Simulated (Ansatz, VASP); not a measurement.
NiO: VASP beside Ansatz

File POSCAR:

```
NiO
1.0
    0.0000000000      2.0719018797      2.0719018797
    2.0719018797      0.0000000000      2.0719018797
    2.0719018797      2.0719018797      0.0000000000
Ni O
1 1
Direct
    0.0000000000      0.0000000000      0.0000000000
    0.5000000000      0.5000000000      0.5000000000
```

Contents of INCAR.step1:

```
PREC     = Accurate       # precision mode
ENCUT    = 520            # plane-wave cutoff, eV
ISMEAR   = -1             # smearing method
SIGMA    = 0.05           # smearing width, eV
LREAL    = False          # projectors in reciprocal space
LASPH    = True           # aspherical terms in the spheres
NELM     = 150            # most SCF steps
ISPIN    = 2              # spin polarisation
MAGMOM   = 1 0            # initial moments
LMAXMIX  = 4              # l up to which the mixer works
NBANDS   = 19             # bands
GGA      = PE             # functional
ALGO     = Normal         # electronic algorithm
EDIFF    = 1E-4           # SCF threshold, eV
LWAVE    = True           # write WAVECAR
LCHARG   = False          # write CHGCAR
```

INCAR.step2

```
PREC     = Accurate       # precision mode
ENCUT    = 520            # plane-wave cutoff, eV
EDIFF    = 1E-6           # SCF threshold, eV
ISMEAR   = -1             # smearing method
SIGMA    = 0.05           # smearing width, eV
LREAL    = False          # projectors in reciprocal space
LASPH    = True           # aspherical terms in the spheres
NELM     = 150            # most SCF steps
ALGO     = Normal         # electronic algorithm
ISIF     = 2              # what is computed and relaxed
LWAVE    = False          # write WAVECAR
LCHARG   = False          # write CHGCAR
ISPIN    = 2              # spin polarisation
MAGMOM   = 1 0            # initial moments
LORBIT   = 11             # projections on sites
LMAXMIX  = 4              # l up to which the mixer works
METAGGA  = R2SCAN         # meta-GGA
LMIXTAU  = True         
NBANDS   = 19             # bands
ISTART   = 1
```

The input KPOINTS:

```
regular mesh
0
Gamma
  11 11 11
```

input.yaml

```yaml
crystal:
  lattice:
    - [0.0, 2.0719018797, 2.0719018797]
    - [2.0719018797, 0.0, 2.0719018797]
    - [2.0719018797, 2.0719018797, 0.0]
  atoms:
    - { symbol: Ni, position: [0.0, 0.0, 0.0], spin: 1.0 }
    - { symbol: O, position: [0.5, 0.5, 0.5] }
hamiltonian:
  xc: r2scan
  pseudopotentials: { kind: paw }
magnetization:
  spin_polarized: true
kpoints:
  mp_grid: { grid: [11, 11, 11] }
scf:
  occupations: { method: fermi_dirac, width: 0.05 }
output:
  forces: true
  stress: true
  eigenvalues: true
```

Alike in both runs: task single point; functional r2SCAN; k mesh 11 × 11 × 11; occupations fermi-dirac, width 0.05 eV; collinear spin.

|  | VASP | Ansatz |
| --- | --- | --- |
| version | VASP 6.6.1 | Ansatz 0.2.0 |
| potentials or method | VASP PAW PBE potentials, release 64 (Ni, O) | Ansatz PAW |
| plane-wave cutoff (eV) | 520 | 500 |
| valence electrons in the cell | 16 | 24 |

```csv
,VASP,Ansatz,Ansatz less VASP
gap on the k mesh at the Fermi level (eV),0.67,0.75,+0.082
least direct gap on the mesh (eV),1.67,1.75,+0.076
pressure (GPa),7.6,7.5,-0.12
net moment per atom (μB),1.00,1.00,0.000
size of the moment on the site where the two differ most (μB),1.69,1.66,-0.027
```

VASP's potentials were made for PBE, not for r2SCAN. Site moments also hang on the region over which each program counts them. VASP's potentials hold 16 valence electrons a cell and Ansatz's 24, so a difference there can come from the potentials and not from the codes.

Noted on Ansatz's run: the magnetic or orbital state may not be the lowest; odd divisions of the mesh miss points on the zone boundary, where band edges often lie, so the gap on the mesh can be too wide.
